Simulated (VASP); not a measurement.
# Lu (Pm-3m) in VASP: notebook

The runs below take Lu through single point, with LDA.

All numbers are computed with VASP 6.6.1; they aren't measurements. Logs are shortened: lines on timing, memory, paths and dates and some standing lists are left out, and cuts for length are marked.

**1. The cell of the first run**

It takes space group Pm-3m (No. 221, cubic). Conventional cell: a = 2.420 Å, b = 2.420 Å, c = 2.420 Å, α = 90.00°, β = 90.00°, γ = 90.00°. Lu (site symmetry m-3m) has 6 Lu at 2.42 Å within 3.2 Å.

**2. Single point, LDA (volume scaled by 0.5)**

File INCAR:

```
SYSTEM = Lu
ALGO = Normal
EDIFF = 1E-6
ENCUT = 520
GGA = CA
ISIF = 2
ISMEAR = -1
LASPH = .True.
LCHARG = .False.
LREAL = .False.
LWAVE = .False.
NBANDS = 18
NELM = 100
PREC = Accurate
SIGMA = 0.08
```

File KPOINTS:

```
k-points
0
Gamma
  14 14 14
  0 0 0
```

File POSCAR:

```
Lu
1.0
    2.4201429038      0.0000000000      0.0000000000
    0.0000000000      2.4201429038      0.0000000000
    0.0000000000      0.0000000000      2.4201429038
Lu
1
Direct
    0.0000000000      0.0000000000      0.0000000000
```

Potentials or basis: VASP PAW PBE potentials, release 64 (Lu).

Started as:

```bash
> cat potpaw_PBE.64/Lu/POTCAR > POTCAR
> mpirun -np 1 vasp_std > vasp.out
```

OUTCAR:

```text
SYSTEM = Lu
   EDIFF = 1E-6
   ENCUT = 520
   GGA = CA
   ISIF = 2
   ISMEAR = -1
   LASPH = .True.
   LREAL = .False.
   NELM = 100
   PREC = Accurate

 ion  position               nearest neighbor table
   1  0.000  0.000  0.000-

  LATTYP: Found a simple cubic cell.
 ALAT       =     2.4201429038

  Lattice vectors:

 A1 = (   2.4201429038,   0.0000000000,   0.0000000000)
 A2 = (   0.0000000000,   2.4201429038,   0.0000000000)
 A3 = (   0.0000000000,   0.0000000000,   2.4201429038)

Analysis of symmetry for initial positions (statically):
=====================================================================
 Subroutine PRICEL returns:
 Original cell was already a primitive cell.

 Routine SETGRP: Setting up the symmetry group for a
 simple cubic supercell.

 Subroutine GETGRP returns: Found 48 space group operations
 (whereof 48 operations were pure point group operations)
 out of a pool of 48 trial point group operations.

The static configuration has the point symmetry O_h .

Analysis of symmetry for dynamics (positions and initial velocities):
=====================================================================
 Subroutine PRICEL returns:
 Original cell was already a primitive cell.

 Routine SETGRP: Setting up the symmetry group for a
 simple cubic supercell.

 Subroutine GETGRP returns: Found 48 space group operations
 (whereof 48 operations were pure point group operations)
 out of a pool of 48 trial point group operations.

The dynamic configuration has the point symmetry O_h .

 Subroutine INISYM returns: Found 48 space group operations
 (whereof 48 operations are pure point group operations),
 and found     1 'primitive' translations

----------------------------------------------------------------------------------------

                                     Primitive cell

  volume of cell :      14.1750

  direct lattice vectors                    reciprocal lattice vectors
     2.420142904  0.000000000  0.000000000     0.413198741  0.000000000  0.000000000
     0.000000000  2.420142904  0.000000000     0.000000000  0.413198741  0.000000000
     0.000000000  0.000000000  2.420142904     0.000000000  0.000000000  0.413198741

  length of vectors
     2.420142904  2.420142904  2.420142904     0.413198741  0.413198741  0.413198741

[... 65 lines left out ...]
   ions per type =               1
   NGX,Y,Z   is equivalent  to a cutoff of  12.36, 12.36, 12.36 a.u.
   NGXF,Y,Z  is equivalent  to a cutoff of  24.73, 24.73, 24.73 a.u.
 SYSTEM =  Lu
   PREC   = accura    normal or accurate (medium, high low for compatibility)
   ISTART =      0    job   : 0-new  1-cont  2-samecut
   ICHARG =      2    charge: 1-file 2-atom 10-const
   ISPIN  =      1    spin polarized calculation?
   LNONCOLLINEAR =      F non collinear calculations
   LSORBIT =      F    spin-orbit coupling
   LASPH  =      T    aspherical Exc in radial PAW
   ENCUT  =  520.0 eV  38.22 Ry    6.18 a.u.   4.50  4.50  4.50*2*pi/ulx,y,z
   NELM   =    100;   NELMIN=  2; NELMDL= -5     # of ELM steps
   EDIFF  = 0.1E-05   stopping-criterion for ELM
   LREAL  =      F    real-space projection
   EDIFFG = 0.1E-04   stopping-criterion for IOM
   NSW    =      0    number of steps for IOM
   IBRION =     -1    ionic relax: 0-MD 1-quasi-New 2-CG
   NFREE  =      0    steps in history (QN), initial steepest desc. (CG)
   ISIF   =      2    stress and relaxation
   ISYM   =      2    0-nonsym 1-usesym 2-fastsym
   POTIM  = 0.5000    time-step for ionic-motion
   TEBEG  =    0.0;   TEEND  =   0.0 temperature during run
   PSTRESS=    0.0 pullay stress
   NELECT =      25.0000    total number of electrons
   NUPDOWN=      -1.0000    fix difference up-down
   EMIN   =  10.00;   EMAX   =-10.00  energy-range for DOS
   EFERMI =   0.00;   METHOD = LEGACY
   ISMEAR =    -1;   SIGMA  =   0.08  broadening in eV -4-tet -1-fermi 0-gaus
   EFERMI_NEDOS =   21; number of points for ismear=-14 and -15
   IALGO  =     38    algorithm
   IMIX   =      4    mixing-type and parameters
     AMIX     =   0.40;   BMIX     =  1.00
     AMIX_MAG =   1.60;   BMIX_MAG =  1.00
  volume/ion in A,a.u.               =      14.17        95.66
  Fermi-wavevector in a.u.,A,eV,Ry     =   1.977943  3.737771 53.229521  3.912259
  Thomas-Fermi vector in A             =   2.998892
   LORBIT       =      0    0 simple, 1 ext, 2 COOP (PROOUT), +10 PAW based schemes
   GGA     = CA    functional components
   LHFCALC =     F    Hartree Fock is set to
   AEXX    =    0.0000 exact exchange contribution
   IVDW    =     0    specifies the selected vdW correction
   LEPSILON=     F    determine dielectric tensor
   LRPA    =     F    only Hartree local field effects (RPA)
 non-spin polarized calculation
  energy-cutoff  :      520.00
  volume of cell :       14.17
 maximum number of plane-waves:       396
 NGX is ok and might be reduce to    18
   NGX =  9   NGY =  9   NGZ =  9

 number of electron      25.0000023 magnetization

 Free energy of the ion-electron system (eV)
  ---------------------------------------------------
  ext. energy  EPLUGINS =         0.00000000
  ---------------------------------------------------
  free energy    TOTEN  =        -1.97728794 eV

  energy without entropy =       -1.95620364  energy(sigma->0) =       -1.96674579

 E-fermi :   5.2428     XC(G=0): -15.1630

 val. band max:        5.2231924094   @ k =   0.1429   0.1429   0.0714
 cond. band min:       5.2450911238   @ k =   0.3571   0.1429   0.0000
 fundamental gap:      0.0218987144
 Fermi energy:         5.2428266207

 k-point     1 :       0.0000    0.0000    0.0000
  band No.  band energies     occupation
      1     -51.3015      2.00000
      2     -19.6267      2.00000
      3     -19.6267      2.00000
      4     -19.6267      2.00000
      5      -1.3345      2.00000
      6      -0.0314      2.00000
[... 481 lines left out ...]
      5      -0.3442      2.00000
      6      -0.2443      2.00000
[... 10 lines left out ...]
     17      15.4880      0.00000
     18      21.8297      0.00000

 [... further k-points ...]
[... 5 lines left out ...]
  --------------------------------------------------------------------------------------
  -------------------------------------------------------------------------------------
  Total        8.8963534      8.8963534      8.8963534     -0.0000000     -0.0000000      0.0000000
  in kB     1005.5405233   1005.5405233   1005.5405233     -0.0000000     -0.0000000      0.0000000
  external PRESSURE =    1005.5405233 kB  Pullay stress =       0.0000000 kB

 VOLUME and BASIS-vectors are now :
 -----------------------------------------------------------------------------
  energy-cutoff  :      520.00
  volume of cell :       14.17
      direct lattice vectors                 reciprocal lattice vectors
     2.420142904  0.000000000  0.000000000     0.413198741  0.000000000  0.000000000
     0.000000000  2.420142904  0.000000000     0.000000000  0.413198741  0.000000000
     0.000000000  0.000000000  2.420142904     0.000000000  0.000000000  0.413198741

 POSITION                                       TOTAL-FORCE (eV/Angst)
 -----------------------------------------------------------------------------------
      0.00000      0.00000      0.00000         0.000000      0.000000      0.000000
 -----------------------------------------------------------------------------------
    total drift:                                0.000000      0.000000      0.000000

  FREE ENERGIE OF THE ION-ELECTRON SYSTEM (eV)
  ---------------------------------------------------
  free  energy   TOTEN  =        -1.9772879383 eV

  energy  without entropy=       -1.9562036412  energy(sigma->0) =       -1.96674579
```

Wall time 16 s (1 thread of Intel Xeon 6975P-C (Granite Rapids), shared host); peak memory 0.14 GiB.

Results:

```yaml
Free_energy: -1.9773 eV
Pressure: 100.6 GPa
```

Levels at points of the mesh, in eV from the Fermi level:
```tsv
k point	band 10	band 11	band 12	band 13	band 14	band 15
(0.00, 0.00, 0.00)	-5.03	-5.03	-4.91	-2.61	-2.61	13.04
(0.50, 0.00, 0.00)	-4.78	-4.78	-1.91	-0.76	3.08	5.17
(0.50, 0.50, 0.00)	-5.05	-4.84	-4.75	0.95	6.93	6.93
(0.50, 0.50, 0.50)	-4.90	-4.90	-3.17	-3.17	-3.17	7.38
```

Caveat: the PAW data sets were made with another functional, which shifts forces and pressure a little; spin-orbit coupling is left out, which moves the levels of the heavy elements.

**3. Single point, LDA (volume scaled by 0.6)**

File INCAR:

```
SYSTEM = Lu
PREC = Accurate ; ENCUT = 520
EDIFF = 1E-6 ; ISMEAR = -1
SIGMA = 0.08 ; LREAL = .FALSE.
LASPH = .TRUE. ; NELM = 60
ALGO = Normal ; ISIF = 2
LWAVE = .FALSE. ; LCHARG = .FALSE.
GGA = CA ; NBANDS = 18
```

File KPOINTS:

```
regular mesh
0
G
  14 14 14
  0 0 0
```

File POSCAR:

```
Lu
1.0
    2.5717855954      0.0000000000      0.0000000000
    0.0000000000      2.5717855954      0.0000000000
    0.0000000000      0.0000000000      2.5717855954
Lu
1
Direct
    0.0000000000      0.0000000000      0.0000000000
```

Potentials or basis: VASP PAW PBE potentials, release 64 (Lu).

Started as:

```bash
> cat potpaw_PBE.64/Lu/POTCAR > POTCAR
> mpirun -np 1 vasp_std > vasp.out
```

OUTCAR:

```text
SYSTEM = Lu
   PREC = Accurate
   ENCUT = 520
   EDIFF = 1E-6
   ISMEAR = -1
   LREAL = .FALSE.
   LASPH = .TRUE.
   NELM = 60
   ISIF = 2
   GGA = CA

 ion  position               nearest neighbor table
   1  0.000  0.000  0.000-

  LATTYP: Found a simple cubic cell.
 ALAT       =     2.5717855954

  Lattice vectors:

 A1 = (   2.5717855954,   0.0000000000,   0.0000000000)
 A2 = (   0.0000000000,   2.5717855954,   0.0000000000)
 A3 = (   0.0000000000,   0.0000000000,   2.5717855954)

Analysis of symmetry for initial positions (statically):
=====================================================================
 Subroutine PRICEL returns:
 Original cell was already a primitive cell.

 Routine SETGRP: Setting up the symmetry group for a
 simple cubic supercell.

 Subroutine GETGRP returns: Found 48 space group operations
 (whereof 48 operations were pure point group operations)
 out of a pool of 48 trial point group operations.

The static configuration has the point symmetry O_h .

Analysis of symmetry for dynamics (positions and initial velocities):
=====================================================================
 Subroutine PRICEL returns:
 Original cell was already a primitive cell.

 Routine SETGRP: Setting up the symmetry group for a
 simple cubic supercell.

 Subroutine GETGRP returns: Found 48 space group operations
 (whereof 48 operations were pure point group operations)
 out of a pool of 48 trial point group operations.

The dynamic configuration has the point symmetry O_h .

 Subroutine INISYM returns: Found 48 space group operations
 (whereof 48 operations are pure point group operations),
 and found     1 'primitive' translations

----------------------------------------------------------------------------------------
[... 97 lines left out ...]
   ISIF   =      2    stress and relaxation
   ISYM   =      2    0-nonsym 1-usesym 2-fastsym
   POTIM  = 0.5000    time-step for ionic-motion
   TEBEG  =    0.0;   TEEND  =   0.0 temperature during run
   PSTRESS=    0.0 pullay stress
   NELECT =      25.0000    total number of electrons
   NUPDOWN=      -1.0000    fix difference up-down
   EMIN   =  10.00;   EMAX   =-10.00  energy-range for DOS
   EFERMI =   0.00;   METHOD = LEGACY
   ISMEAR =    -1;   SIGMA  =   0.08  broadening in eV -4-tet -1-fermi 0-gaus
   EFERMI_NEDOS =   21; number of points for ismear=-14 and -15
   IALGO  =     38    algorithm
   IMIX   =      4    mixing-type and parameters
     AMIX     =   0.40;   BMIX     =  1.00
     AMIX_MAG =   1.60;   BMIX_MAG =  1.00
  volume/ion in A,a.u.               =      17.01       114.79
  Fermi-wavevector in a.u.,A,eV,Ry     =   1.861316  3.517377 47.137339  3.464497
  Thomas-Fermi vector in A             =   2.909135
   LORBIT       =      0    0 simple, 1 ext, 2 COOP (PROOUT), +10 PAW based schemes
   GGA     = CA    functional components
   LHFCALC =     F    Hartree Fock is set to
   AEXX    =    0.0000 exact exchange contribution
   IVDW    =     0    specifies the selected vdW correction
   LEPSILON=     F    determine dielectric tensor
   LRPA    =     F    only Hartree local field effects (RPA)
 non-spin polarized calculation
  energy-cutoff  :      520.00
  volume of cell :       17.01
 maximum number of plane-waves:       480
 NGX is ok and might be reduce to    20
   NGX =  9   NGY =  9   NGZ =  9

 number of electron      25.0000011 magnetization

 Free energy of the ion-electron system (eV)
  ---------------------------------------------------
  ext. energy  EPLUGINS =         0.00000000
  ---------------------------------------------------
  free energy    TOTEN  =        -3.23279722 eV

  energy without entropy =       -3.20501142  energy(sigma->0) =       -3.21890432

 E-fermi :   4.2325     XC(G=0): -13.9456

 val. band max:        4.2242387703   @ k =   0.4286   0.2857   0.2857
 cond. band min:       4.2344056731   @ k =   0.3571   0.2143   0.0714
 fundamental gap:      0.0101669028
 Fermi energy:         4.2325228092

 k-point     1 :       0.0000    0.0000    0.0000
  band No.  band energies     occupation
      1     -51.7685      2.00000
      2     -21.0543      2.00000
      3     -21.0543      2.00000
      4     -21.0543      2.00000
      5      -2.3729      2.00000
      6      -0.8069      2.00000
[... 481 lines left out ...]
      5      -1.0054      2.00000
      6      -0.9261      2.00000
[... 10 lines left out ...]
     17      13.0955      0.00000
     18      18.6253      0.00000

 [... further k-points ...]
[... 5 lines left out ...]
  --------------------------------------------------------------------------------------
  -------------------------------------------------------------------------------------
  Total        5.0516214      5.0516214      5.0516214      0.0000000     -0.0000000     -0.0000000
  in kB      475.8138686    475.8138686    475.8138686      0.0000000     -0.0000000     -0.0000000
  external PRESSURE =     475.8138686 kB  Pullay stress =       0.0000000 kB

 VOLUME and BASIS-vectors are now :
 -----------------------------------------------------------------------------
  energy-cutoff  :      520.00
  volume of cell :       17.01
      direct lattice vectors                 reciprocal lattice vectors
     2.571785595  0.000000000  0.000000000     0.388834902  0.000000000  0.000000000
     0.000000000  2.571785595  0.000000000     0.000000000  0.388834902  0.000000000
     0.000000000  0.000000000  2.571785595     0.000000000  0.000000000  0.388834902

 POSITION                                       TOTAL-FORCE (eV/Angst)
 -----------------------------------------------------------------------------------
      0.00000      0.00000      0.00000         0.000000      0.000000      0.000000
 -----------------------------------------------------------------------------------
    total drift:                               -0.000000      0.000000      0.000000

  FREE ENERGIE OF THE ION-ELECTRON SYSTEM (eV)
  ---------------------------------------------------
  free  energy   TOTEN  =        -3.2327972222 eV

  energy  without entropy=       -3.2050114226  energy(sigma->0) =       -3.21890432
```

stdout:

```text
POSCAR found type information on POSCAR Lu
 POSCAR found :  1 types and       1 ions
 scaLAPACK will be used
 -----------------------------------------------------------------------------
|                                                                             |
|                                                                             |
|     You enforced a specific xc type in the INCAR file but a different       |
|     I HOPE YOU KNOW WHAT YOU ARE DOING!                                     |
|                                                                             |
 -----------------------------------------------------------------------------

 LDA part: xc-table for (Slater(with rela. corr.)+CA(PZ))
 , standard interpolation
 POSCAR, INCAR and KPOINTS ok, starting setup
 FFT: planning ... GRIDC
 FFT: planning ... GRID_SOFT
 FFT: planning ... GRID
 WAVECAR not read
 entering main loop
```

Wall time 20 s (1 thread of Intel Xeon 6975P-C (Granite Rapids), shared host); peak memory 0.15 GiB.

Results:

```
Free energy : -3.2328 eV
Pressure    : 47.6 GPa
```

Caveat: the PAW data sets were made with another functional, which shifts forces and pressure a little; spin-orbit coupling is left out, which moves the levels of the heavy elements.
